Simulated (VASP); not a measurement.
Runs of VASP 6.6.1 on Mg. The structure is that of space group P6_3/mmc (No. 194), or close to it. The cells are those of the table. 

| cell | gap on the mesh (eV) | pressure (GPa) |
| --- | --- | --- |
| a = 2.953, b = 2.953, c = 4.794 Å, angles 90.0, 90.0, 120.0°, 2 atoms | none | (c) |
| a = 3.081, b = 3.081, c = 5.627 Å, angles 90.0, 90.0, 120.0°, 2 atoms | none | -0.3 |
| a = 3.466, b = 3.466, c = 5.627 Å, angles 90.0, 90.0, 120.0°, 2 atoms | none | (a) |
| a = 2.953, b = 2.953, c = 5.210 Å, angles 90.0, 90.0, 120.0°, 2 atoms | none | (b) |
| a = 3.081, b = 3.081, c = 5.210 Å, angles 90.0, 90.0, 120.0°, 2 atoms | none | 2.1 |
| a = 2.953, b = 2.953, c = 5.627 Å, angles 90.0, 90.0, 120.0°, 2 atoms | none | 3.9 |
| a = 3.466, b = 3.466, c = 5.419 Å, angles 90.0, 90.0, 120.0°, 2 atoms | none | -5.3 |
| a = 2.953, b = 2.953, c = 5.419 Å, angles 90.0, 90.0, 120.0°, 2 atoms | none | 5.3 |

Alike in all rows: task single point; level PBEsol; potentials or basis VASP PAW PBE potentials, release 64 (Mg); no spin polarisation; k mesh 18 × 18 × 10; cutoff (eV) 520; smearing gaussian 0.15 eV.

Question: Estimate the missing entries.

Answer: (a) -5.8; (b) 7.1; (c) 12.7.

Caveats: the PAW data sets were made with another functional, which shifts forces and pressure a little; the cell stands under pressure (at least some runs); the cell stands under tension (at least some runs).

A gap of «none» marks levels without a gap at the run's occupations.
